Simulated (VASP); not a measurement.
# SiC (F-43m) in VASP: single point with PBE

Aim: the single point of SiC with PBE.

Program: VASP 6.6.1. These are calculated values, not measurements. Logs are shortened: lines on timing, memory, paths and dates and some standing lists are left out, and cuts for length are marked.

### Step 1. The cell of the first run

The structure is cubic, space group F-43m (No. 216). Conventional cell: a = 4.358 Å, b = 4.358 Å, c = 4.358 Å, α = 90.00°, β = 90.00°, γ = 90.00°. Si (site symmetry -43m) has 4 C at 1.89 Å within 2.5 Å. Within 2.5 Å of C (site symmetry -43m) lie 4 Si at 1.89 Å.

### Step 2. Single point, PBE

INCAR reads:

```
PREC = Accurate
ENCUT = 600
EDIFF = 1E-6
ISMEAR = 0
SIGMA = 0.01
LREAL = F
LASPH = T
NELM = 120
ALGO = Normal
ISIF = 2
LWAVE = F
LCHARG = F
GGA = PE
NBANDS = 11
GGA_COMPAT = F
```

KPOINTS reads:

```
Automatic mesh
0
Gamma
  4 4 4
```

POSCAR reads:

```
SiC
1.0
    0.0000000000      2.1790000000      2.1790000000
    2.1790000000      0.0000000000      2.1790000000
    2.1790000000      2.1790000000      0.0000000000
Si C
1 1
Direct
    0.0000000000      0.0000000000      0.0000000000
    0.2500000000      0.2500000000      0.2500000000
```

Potentials or basis: VASP PAW PBE potentials, release 64 (Si, C).

Launch:

```bash
$ cat potpaw_PBE.64/Si/POTCAR potpaw_PBE.64/C/POTCAR > POTCAR
$ mpirun -np 1 vasp_std > vasp.out
```

OUTCAR:

```text
PREC = Accurate
   ENCUT = 600
   EDIFF = 1E-6
   ISMEAR = 0
   LREAL = F
   LASPH = T
   NELM = 120
   ISIF = 2
   GGA = PE

 ion  position               nearest neighbor table
   1  0.000  0.000  0.000-   2 1.89   2 1.89   2 1.89   2 1.89
   2  0.250  0.250  0.250-   1 1.89   1 1.89   1 1.89   1 1.89

  LATTYP: Found a face centered cubic cell.
 ALAT       =     4.3580000000

  Lattice vectors:

 A1 = (   0.0000000000,   2.1790000000,   2.1790000000)
 A2 = (   2.1790000000,   0.0000000000,   2.1790000000)
 A3 = (   2.1790000000,   2.1790000000,   0.0000000000)

Analysis of symmetry for initial positions (statically):
=====================================================================
 Subroutine PRICEL returns:
 Original cell was already a primitive cell.

 Routine SETGRP: Setting up the symmetry group for a
 face centered cubic supercell.

 Subroutine GETGRP returns: Found 24 space group operations
 (whereof 24 operations were pure point group operations)
 out of a pool of 48 trial point group operations.

The static configuration has the point symmetry T_d .

Analysis of symmetry for dynamics (positions and initial velocities):
=====================================================================
 Subroutine PRICEL returns:
 Original cell was already a primitive cell.

 Routine SETGRP: Setting up the symmetry group for a
 face centered cubic supercell.

 Subroutine GETGRP returns: Found 24 space group operations
 (whereof 24 operations were pure point group operations)
 out of a pool of 48 trial point group operations.

The dynamic configuration has the point symmetry T_d .

 Subroutine INISYM returns: Found 24 space group operations
 (whereof 24 operations are pure point group operations),
 and found     1 'primitive' translations

----------------------------------------------------------------------------------------

                                     Primitive cell

  volume of cell :      20.6920

  direct lattice vectors                    reciprocal lattice vectors
     0.000000000  2.179000000  2.179000000    -0.229463056  0.229463056  0.229463056
     2.179000000  0.000000000  2.179000000     0.229463056 -0.229463056  0.229463056
     2.179000000  2.179000000  0.000000000     0.229463056  0.229463056 -0.229463056

  length of vectors
     3.081571352  3.081571352  3.081571352     0.397441672  0.397441672  0.397441672

  position of ions in fractional coordinates (direct lattice)
     0.000000000  0.000000000  0.000000000
     0.250000000  0.250000000  0.250000000

  ion indices of the primitive-cell ions
   primitive index   ion index
                 1           1
                 2           2

----------------------------------------------------------------------------------------

 KPOINTS: Automatic mesh

Automatic generation of k-mesh.
 Grid dimensions read from file:
 generate k-points for:    4    4    4

 Generating k-lattice:

  Cartesian coordinates                     Fractional coordinates (reciprocal lattice)
    -0.057365764  0.057365764  0.057365764     0.250000000  0.000000000  0.000000000
     0.057365764 -0.057365764  0.057365764     0.000000000  0.250000000  0.000000000
     0.057365764  0.057365764 -0.057365764     0.000000000  0.000000000  0.250000000

  Length of vectors
     0.099360418  0.099360418  0.099360418

  Shift w.r.t. Gamma in fractional coordinates (k-lattice)
     0.000000000  0.000000000  0.000000000

 Subroutine IBZKPT returns following result:
 ===========================================

 Found      8 irreducible k-points:

 Following reciprocal coordinates:
            Coordinates               Weight
  0.000000  0.000000  0.000000      1.000000
  0.250000  0.000000  0.000000      8.000000
  0.500000  0.000000  0.000000      4.000000
  0.250000  0.250000  0.000000      6.000000
  0.500000  0.250000  0.000000     24.000000
 -0.250000  0.250000  0.000000     12.000000
  0.500000  0.500000  0.000000      3.000000
 -0.250000  0.500000  0.250000      6.000000
   k-points           NKPTS =      8   k-points in BZ     NKDIM =      8   number of bands    NBANDS=     11
   number of dos      NEDOS =    301   number of ions     NIONS =      2
   total plane-waves  NPLWV =  21952
   dimension x,y,z NGX =    28 NGY =   28 NGZ =   28
   dimension x,y,z NGXF=    56 NGYF=   56 NGZF=   56
   ions per type =               1   1
   NGX,Y,Z   is equivalent  to a cutoff of  15.11, 15.11, 15.11 a.u.
   NGXF,Y,Z  is equivalent  to a cutoff of  30.21, 30.21, 30.21 a.u.
 SYSTEM =  unknown system
   PREC   = accura    normal or accurate (medium, high low for compatibility)
   ISTART =      0    job   : 0-new  1-cont  2-samecut
   ICHARG =      2    charge: 1-file 2-atom 10-const
   ISPIN  =      1    spin polarized calculation?
   LNONCOLLINEAR =      F non collinear calculations
   LSORBIT =      F    spin-orbit coupling
   LASPH  =      T    aspherical Exc in radial PAW
   ENCUT  =  600.0 eV  44.10 Ry    6.64 a.u.   6.15  6.15  6.15*2*pi/ulx,y,z
   NELM   =    120;   NELMIN=  2; NELMDL= -5     # of ELM steps
   EDIFF  = 0.1E-05   stopping-criterion for ELM
   LREAL  =      F    real-space projection
   EDIFFG = 0.1E-04   stopping-criterion for IOM
   NSW    =      0    number of steps for IOM
   IBRION =     -1    ionic relax: 0-MD 1-quasi-New 2-CG
   NFREE  =      0    steps in history (QN), initial steepest desc. (CG)
   ISIF   =      2    stress and relaxation
   ISYM   =      2    0-nonsym 1-usesym 2-fastsym
   POTIM  = 0.5000    time-step for ionic-motion
   TEBEG  =    0.0;   TEEND  =   0.0 temperature during run
   PSTRESS=    0.0 pullay stress
   NELECT =       8.0000    total number of electrons
   NUPDOWN=      -1.0000    fix difference up-down
   EMIN   =  10.00;   EMAX   =-10.00  energy-range for DOS
   EFERMI =   0.00;   METHOD = LEGACY
   ISMEAR =     0;   SIGMA  =   0.01  broadening in eV -4-tet -1-fermi 0-gaus
   EFERMI_NEDOS =   21; number of points for ismear=-14 and -15
   IALGO  =     38    algorithm
   IMIX   =      4    mixing-type and parameters
     AMIX     =   0.40;   BMIX     =  1.00
     AMIX_MAG =   1.60;   BMIX_MAG =  1.00
  volume/ion in A,a.u.               =      10.35        69.82
  Fermi-wavevector in a.u.,A,eV,Ry     =   1.192626  2.253736 19.352338  1.422357
  Thomas-Fermi vector in A             =   2.328660
   LORBIT       =      0    0 simple, 1 ext, 2 COOP (PROOUT), +10 PAW based schemes
   GGA     = PE    functional components
   LHFCALC =     F    Hartree Fock is set to
   AEXX    =    0.0000 exact exchange contribution
   IVDW    =     0    specifies the selected vdW correction
   LEPSILON=     F    determine dielectric tensor
   LRPA    =     F    only Hartree local field effects (RPA)
 non-spin polarized calculation
 Gauss-broadening in eV      SIGMA  =   0.01
  energy-cutoff  :      600.00
  volume of cell :       20.69
 maximum number of plane-waves:       701
 NGX is ok and might be reduce to    28
   NGX = 13   NGY = 13   NGZ = 13

 number of electron       8.0000000 magnetization

 Free energy of the ion-electron system (eV)
  ---------------------------------------------------
  ext. energy  EPLUGINS =         0.00000000
  ---------------------------------------------------
  free energy    TOTEN  =       -14.93334664 eV

  energy without entropy =      -14.93334664  energy(sigma->0) =      -14.93334664

 E-fermi :   8.2463     XC(G=0): -11.3406

 val. band max:        8.1644899311   @ k =   0.0000   0.0000   0.0000
 cond. band min:       9.4746917382   @ k =   0.5000   0.5000   0.0000
 fundamental gap:      1.3102018072
 Fermi energy:         8.2463385821

 k-point     1 :       0.0000    0.0000    0.0000
  band No.  band energies     occupation
      1      -7.2649      2.00000
      2       8.1645      2.00000
      3       8.1645      2.00000
      4       8.1645      2.00000
      5      14.3881      0.00000
      6      15.4223      0.00000
      7      15.4223      0.00000
      8      15.4223      0.00000
      9      22.6221      0.00000
     10      22.6221      0.00000
     11      24.6030      0.00000

 k-point     2 :       0.2500    0.0000    0.0000
  band No.  band energies     occupation
      1      -6.0673      2.00000
      2       3.8548      2.00000
      3       7.5545      2.00000
      4       7.5545      2.00000
      5      14.1227      0.00000
      6      16.0259      0.00000
      7      16.0259      0.00000
      8      17.5057      0.00000
      9      21.2346      0.00000
     10      21.2346      0.00000
     11      23.2652      0.00000

 k-point     3 :       0.5000    0.0000    0.0000
  band No.  band energies     occupation
      1      -3.6870      2.00000
      2      -0.4036      2.00000
      3       7.1064      2.00000
      4       7.1064      2.00000
      5      13.5685      0.00000
      6      15.3416      0.00000
      7      15.3416      0.00000
      8      18.1972      0.00000
      9      24.3439      0.00000
     10      25.3567      0.00000
     11      25.3567      0.00000

 k-point     4 :       0.2500    0.2500    0.0000
  band No.  band energies     occupation
      1      -5.6646      2.00000
      2       4.8103      2.00000
      3       6.2196      2.00000
      4       6.2196      2.00000
      5      12.1718      0.00000
      6      14.4687      0.00000
      7      18.7141      0.00000
      8      18.7141      0.00000
      9      19.6580      0.00000
     10      24.4347      0.00000
     11      28.5826      0.00000

 k-point     5 :       0.5000    0.2500    0.0000
  band No.  band energies     occupation
      1      -3.3044      2.00000
      2       1.0779      2.00000
      3       4.1894      2.00000
      4       5.8437      2.00000
      5      11.8485      0.00000
      6      16.1090      0.00000
      7      18.6189      0.00000
      8      18.6366      0.00000
      9      22.1078      0.00000
     10      25.6605      0.00000
     11      28.3478      0.00000

 k-point     6 :      -0.2500    0.2500    0.0000
  band No.  band energies     occupation
      1      -4.2339      2.00000
      2       2.2038      2.00000
      3       3.8038      2.00000
      4       6.9746      2.00000
      5      13.6497      0.00000
      6      16.9058      0.00000
      7      17.1587      0.00000
      8      18.0149      0.00000
      9      20.3986      0.00000
     10      23.5960      0.00000
     11      27.9097      0.00000

 k-point     7 :       0.5000    0.5000    0.0000
  band No.  band energies     occupation
      1      -2.2287      2.00000
      2       0.3383      2.00000
      3       4.9616      2.00000
      4       4.9616      2.00000
      5       9.4747      0.00000
      6      12.4431      0.00000
      7      22.1758      0.00000
      8      22.1758      0.00000
      9      22.9563      0.00000
     10      28.2284      0.00000
     11      30.3002      0.00000

 k-point     8 :      -0.2500    0.5000    0.2500
  band No.  band energies     occupation
      1      -1.9951      2.00000
      2       1.1138      2.00000
      3       3.1536      2.00000
      4       3.4479      2.00000
      5      13.3474      0.00000
      6      17.5671      0.00000
      7      17.6077      0.00000
      8      17.8968      0.00000
      9      22.3769      0.00000
     10      25.5744      0.00000
     11      29.2014      0.00000

------------------------ aborting loop because EDIFF is reached ----------------------------------------

  FORCE on cell =-STRESS in cart. coord.  units (eV):
  Direction    XX          YY          ZZ          XY          YZ          ZX
  --------------------------------------------------------------------------------------
  -------------------------------------------------------------------------------------
  Total        0.4485682      0.4485682      0.4485682     -0.0000000     -0.0000000     -0.0000000
  in kB       34.7326103     34.7326103     34.7326103     -0.0000000     -0.0000000     -0.0000000
  external PRESSURE =      34.7326103 kB  Pullay stress =       0.0000000 kB

 VOLUME and BASIS-vectors are now :
 -----------------------------------------------------------------------------
  energy-cutoff  :      600.00
  volume of cell :       20.69
      direct lattice vectors                 reciprocal lattice vectors
     0.000000000  2.179000000  2.179000000    -0.229463056  0.229463056  0.229463056
     2.179000000  0.000000000  2.179000000     0.229463056 -0.229463056  0.229463056
     2.179000000  2.179000000  0.000000000     0.229463056  0.229463056 -0.229463056

 POSITION                                       TOTAL-FORCE (eV/Angst)
 -----------------------------------------------------------------------------------
      0.00000      0.00000      0.00000        -0.000000     -0.000000      0.000000
      1.08950      1.08950      1.08950         0.000000      0.000000     -0.000000
 -----------------------------------------------------------------------------------
    total drift:                               -0.000000     -0.000000     -0.000000

  FREE ENERGIE OF THE ION-ELECTRON SYSTEM (eV)
  ---------------------------------------------------
  free  energy   TOTEN  =       -14.9333466380 eV

  energy  without entropy=      -14.9333466380  energy(sigma->0) =      -14.93334664
```

Run time: 7.2 s. Hardware: 1 thread of AMD EPYC 7R13, shared host; peak memory 0.11 GiB.

What came out:

```
Free energy            : -14.9333 eV
Pressure               : 3.5 GPa
Band gap on the k mesh : 1.31 eV, indirect (least direct gap 4.51 eV)
```

Caveat: the k points lie up to 0.62 Å⁻¹ apart. A k mesh can miss the band edges.
